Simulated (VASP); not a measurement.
# Ta (P6_3/mmc) in VASP: further runs

Ta is run at these levels: r2SCAN; tasks: single point.

Program: VASP 6.6.1. These are calculated values, not measurements. Logs are shortened: lines on timing, memory, paths and dates and some standing lists are left out, and cuts for length are marked.

## 1. The cell of the first run

The structure is hexagonal, space group P6_3/mmc (No. 194). Conventional cell: a = 2.877 Å, b = 2.877 Å, c = 5.082 Å, α = 90.00°, β = 90.00°, γ = 120.00°. Ta (site symmetry -6m2) has 12 Ta at 2.88 to 3.04 Å within 3.8 Å.

## 2. Single point, r2SCAN

POSCAR

```
Ta
1.0
    2.8772008789      0.0000000000      0.0000000000
   -1.4386004394      2.4917290529      0.0000000000
    0.0000000000      0.0000000000      5.0816974970
Ta
2
Direct
    0.3333333333      0.6666666667      0.2500000000
    0.6666666667      0.3333333333      0.7500000000
```

INCAR.step1

```
SYSTEM = Ta
ALGO = Normal
EDIFF = 1E-4
ENCUT = 520
GGA = PE
ISMEAR = 1
LASPH = .True.
LCHARG = .False.
LREAL = .False.
LWAVE = .True.
NBANDS = 18
NELM = 80
PREC = Accurate
SIGMA = 0.05
```

INCAR.step2

```
SYSTEM = Ta
ALGO = Normal
EDIFF = 1E-6
ENCUT = 520
ISIF = 2
ISMEAR = 1
ISTART = 1
LASPH = .True.
LCHARG = .False.
LMIXTAU = .True.
LREAL = .False.
LWAVE = .False.
METAGGA = R2SCAN
NBANDS = 18
NELM = 80
PREC = Accurate
SIGMA = 0.05
```

KPOINTS

```
k-points
0
Gamma
  16 16 8
  0 0 0
```

Potentials or basis: VASP PAW PBE potentials, release 64 (Ta_pv).

On the command line:

```
$ cat potpaw_PBE.64/Ta_pv/POTCAR > POTCAR
$ cp INCAR.step1 INCAR
$ mpirun -np 1 vasp_std > vasp.out
$ cp INCAR.step2 INCAR
$ mpirun -np 1 vasp_std > vasp.out
```

OUTCAR:

```text
SYSTEM = Ta
   EDIFF = 1E-6
   ENCUT = 520
   ISIF = 2
   ISMEAR = 1
   ISTART = 1
   LASPH = .True.
   LREAL = .False.
   METAGGA = R2SCAN
   NELM = 80
   PREC = Accurate

 ion  position               nearest neighbor table
   1  0.333  0.667  0.250-   2 3.04   2 3.04   2 3.04   2 3.04   2 3.04   2 3.04
   2  0.667  0.333  0.750-   1 3.04   1 3.04   1 3.04   1 3.04   1 3.04   1 3.04

  LATTYP: Found a hexagonal cell.
 ALAT       =     2.8772008789
 C/A-ratio  =     1.7661948925

  Lattice vectors:

 A1 = (   2.8772008789,   0.0000000000,   0.0000000000)
 A2 = (  -1.4386004394,   2.4917290529,   0.0000000000)
 A3 = (   0.0000000000,   0.0000000000,   5.0816974970)

Analysis of symmetry for initial positions (statically):
=====================================================================
 Subroutine PRICEL returns:
 Original cell was already a primitive cell.

 Routine SETGRP: Setting up the symmetry group for a
 hexagonal supercell.

 Subroutine GETGRP returns: Found 24 space group operations
 (whereof 12 operations were pure point group operations)
 out of a pool of 24 trial point group operations.

The static configuration has the point symmetry D_3d.
 The point group associated with its full space group is D_6h.

Analysis of symmetry for dynamics (positions and initial velocities):
=====================================================================
 Subroutine PRICEL returns:
 Original cell was already a primitive cell.

 Routine SETGRP: Setting up the symmetry group for a
 hexagonal supercell.

 Subroutine GETGRP returns: Found 24 space group operations
 (whereof 12 operations were pure point group operations)
 out of a pool of 24 trial point group operations.

The dynamic configuration has the point symmetry D_3d.
 The point group associated with its full space group is D_6h.

 Subroutine INISYM returns: Found 24 space group operations
 (whereof 12 operations are pure point group operations),
 and found     1 'primitive' translations

----------------------------------------------------------------------------------------

                                     Primitive cell

  volume of cell :      36.4317

  direct lattice vectors                    reciprocal lattice vectors
     2.877200879  0.000000000  0.000000000     0.347560022  0.200663872  0.000000000
    -1.438600439  2.491729053  0.000000000     0.000000000  0.401327744  0.000000000
[... 78 lines left out ...]
   ICHARG =      0    charge: 1-file 2-atom 10-const
   ISPIN  =      1    spin polarized calculation?
   LNONCOLLINEAR =      F non collinear calculations
   LSORBIT =      F    spin-orbit coupling
   LASPH  =      T    aspherical Exc in radial PAW
   ENCUT  =  520.0 eV  38.22 Ry    6.18 a.u.   5.35  5.35  9.45*2*pi/ulx,y,z
   NELM   =     80;   NELMIN=  2; NELMDL=  0     # of ELM steps
   EDIFF  = 0.1E-05   stopping-criterion for ELM
   LREAL  =      F    real-space projection
   EDIFFG = 0.1E-04   stopping-criterion for IOM
   NSW    =      0    number of steps for IOM
   IBRION =     -1    ionic relax: 0-MD 1-quasi-New 2-CG
   NFREE  =      0    steps in history (QN), initial steepest desc. (CG)
   ISIF   =      2    stress and relaxation
   ISYM   =      2    0-nonsym 1-usesym 2-fastsym
   POTIM  = 0.5000    time-step for ionic-motion
   TEBEG  =    0.0;   TEEND  =   0.0 temperature during run
   PSTRESS=    0.0 pullay stress
   NELECT =      22.0000    total number of electrons
   NUPDOWN=      -1.0000    fix difference up-down
   EMIN   =  10.00;   EMAX   =-10.00  energy-range for DOS
   EFERMI =   0.00;   METHOD = LEGACY
   ISMEAR =     1;   SIGMA  =   0.05  broadening in eV -4-tet -1-fermi 0-gaus
   EFERMI_NEDOS =   21; number of points for ismear=-14 and -15
   IALGO  =     38    algorithm
   IMIX   =      4    mixing-type and parameters
     AMIX     =   0.40;   BMIX     =  1.00
     AMIX_MAG =   1.60;   BMIX_MAG =  1.00
  volume/ion in A,a.u.               =      18.22       122.93
  Fermi-wavevector in a.u.,A,eV,Ry     =   1.383744  2.614897 26.051725  1.914748
  Thomas-Fermi vector in A             =   2.508313
   LORBIT       =      0    0 simple, 1 ext, 2 COOP (PROOUT), +10 PAW based schemes
   METAGGA = R2SCAN    functional components
   LHFCALC =     F    Hartree Fock is set to
   AEXX    =    0.0000 exact exchange contribution
   IVDW    =     0    specifies the selected vdW correction
   LEPSILON=     F    determine dielectric tensor
   LRPA    =     F    only Hartree local field effects (RPA)
 non-spin polarized calculation
 Methfessel and Paxton  Order N= 1 SIGMA  =   0.05
  energy-cutoff  :      520.00
  volume of cell :       36.43
 maximum number of plane-waves:      1003
 NGX is ok and might be reduce to    24
   NGX = 11   NGY = 11   NGZ = 19

 number of electron      22.0000000 magnetization

 Free energy of the ion-electron system (eV)
  ---------------------------------------------------
  ext. energy  EPLUGINS =         0.00000000
  ---------------------------------------------------
  free energy    TOTEN  =       -96.55060832 eV

  energy without entropy =      -96.55060191  energy(sigma->0) =      -96.55060618

 E-fermi :   5.7025     XC(G=0): -13.6875

 val. band max:        5.7011400634   @ k =   0.1250   0.0000   0.3750
 cond. band min:       5.7035361940   @ k =   0.1875   0.0000   0.0000
 fundamental gap:      0.0023961307
 Fermi energy:         5.7024578526

 k-point     1 :       0.0000    0.0000    0.0000
  band No.  band energies     occupation
      1     -30.0769      2.00000
      2     -29.0979      2.00000
      3     -29.0144      2.00000
      4     -29.0144      2.00000
      5     -28.9157      2.00000
      6     -28.9157      2.00000
[... 481 lines left out ...]
      5     -29.2776      2.00000
      6     -29.2130      2.00000
[... 10 lines left out ...]
     17      12.5592      0.00000
     18      15.2837      0.00000

 [... further k-points ...]
[... 5 lines left out ...]
  --------------------------------------------------------------------------------------
  -------------------------------------------------------------------------------------
  Total        0.7803733      0.7803733      0.8463359      0.0000000     -0.0000000      0.0000000
  in kB       34.3188863     34.3188863     37.2197592      0.0000000     -0.0000000      0.0000000
  external PRESSURE =      35.2858439 kB  Pullay stress =       0.0000000 kB

 VOLUME and BASIS-vectors are now :
 -----------------------------------------------------------------------------
  energy-cutoff  :      520.00
  volume of cell :       36.43
      direct lattice vectors                 reciprocal lattice vectors
     2.877200879  0.000000000  0.000000000     0.347560022  0.200663872  0.000000000
    -1.438600439  2.491729053  0.000000000     0.000000000  0.401327744  0.000000000
     0.000000000  0.000000000  5.081697497     0.000000000  0.000000000  0.196784638

 POSITION                                       TOTAL-FORCE (eV/Angst)
 -----------------------------------------------------------------------------------
     -0.00000      1.66115      1.27042        -0.000000     -0.000000      0.000000
      1.43860      0.83058      3.81127         0.000000      0.000000      0.000000
 -----------------------------------------------------------------------------------
    total drift:                               -0.000000      0.000000     -0.000000

  FREE ENERGIE OF THE ION-ELECTRON SYSTEM (eV)
  ---------------------------------------------------
  free  energy   TOTEN  =       -96.5506083244 eV

  energy  without entropy=      -96.5506019053  energy(sigma->0) =      -96.55060618
```

It took 3.4 min on 1 thread of Intel Xeon 6975P-C, shared host; peak memory 0.23 GiB.

What came out:

| Item | Value |
| --- | --- |
| Free energy | -96.5506 eV |
| Pressure | 3.5 GPa |
| Band gap on the k mesh | zero (band 11 reaches 7.22 eV, above the bottom of band 12 at 4.91 eV) |

Caveat: the PAW data sets were made with another functional, which shifts forces and pressure a little; spin-orbit coupling is left out, which moves the levels of the heavy elements.

## 3. Single point, r2SCAN

This run uses another cell than the first one, of 18.49 Å³/atom, 1.015 times its volume.

POSCAR

```
Ta
1.0
    2.8917324429      0.0000000000      0.0000000000
   -1.4458662215      2.5043137565      0.0000000000
    0.0000000000      0.0000000000      5.1073630712
Ta
2
Direct
    0.3333333333      0.6666666667      0.2500000000
    0.6666666667      0.3333333333      0.7500000000
```

INCAR.step1

```
SYSTEM = Ta
  PREC = Accurate
  ENCUT = 520
  ISMEAR = 1
  SIGMA = 0.05
  LREAL = .FALSE.
  LASPH = .TRUE.
  NELM = 80
  NBANDS = 18
  GGA = PE
  ALGO = Normal
  EDIFF = 1E-4
  LWAVE = .TRUE.
  LCHARG = .FALSE.
```

INCAR.step2

```
SYSTEM = Ta
  PREC = Accurate
  ENCUT = 520
  EDIFF = 1E-7
  ISMEAR = 1
  SIGMA = 0.05
  LREAL = .FALSE.
  LASPH = .TRUE.
  NELM = 80
  ALGO = Normal
  ISIF = 2
  LWAVE = .FALSE.
  LCHARG = .TRUE.
  METAGGA = R2SCAN
  LMIXTAU = .TRUE.
  LELF = .TRUE.
  LVHAR = .TRUE.
  NBANDS = 18
  ISTART = 1
```

KPOINTS

```
regular mesh
0
G
  16 16 9
  0 0 0
```

Potentials or basis: VASP PAW PBE potentials, release 64 (Ta_pv).

On the command line:

```
$ cat potpaw_PBE.64/Ta_pv/POTCAR > POTCAR
$ cp INCAR.step1 INCAR
$ mpirun -np 1 vasp_std > vasp.out
$ cp INCAR.step2 INCAR
$ mpirun -np 1 vasp_std > vasp.out
```

Run time: 3.5 min. Hardware: 1 thread of Intel Xeon 6975P-C, shared host; peak memory 0.23 GiB.

Results (log left out):

```yaml
Free_energy: -96.5561 eV
Pressure: 0.5 GPa
Band_gap_on_the_k_mesh: zero (band 11 reaches 6.75 eV, above the bottom of band 12 at 4.88 eV)
```

Stress tensor (GPa, compression positive):
```
0.51 0.00 0.00
0.00 0.51 0.00
0.00 0.00 0.61
```

Levels at points of the mesh, in eV from the Fermi level:
```
           k point  band 7  band 8  band 9  band 10  band 11  band 12  band 13  band 14  band 15  band 16
(0.00, 0.00, 0.00)   -8.68   -5.18   -0.51    -0.22     0.69     0.69     1.30     1.30     3.24     3.24
(0.50, 0.00, 0.00)   -4.27   -4.09   -3.51    -0.63    -0.28     0.58     1.00     6.04     6.76     7.08
```

Caveat: the PAW data sets were made with another functional, which shifts forces and pressure a little; spin-orbit coupling is left out, which moves the levels of the heavy elements.
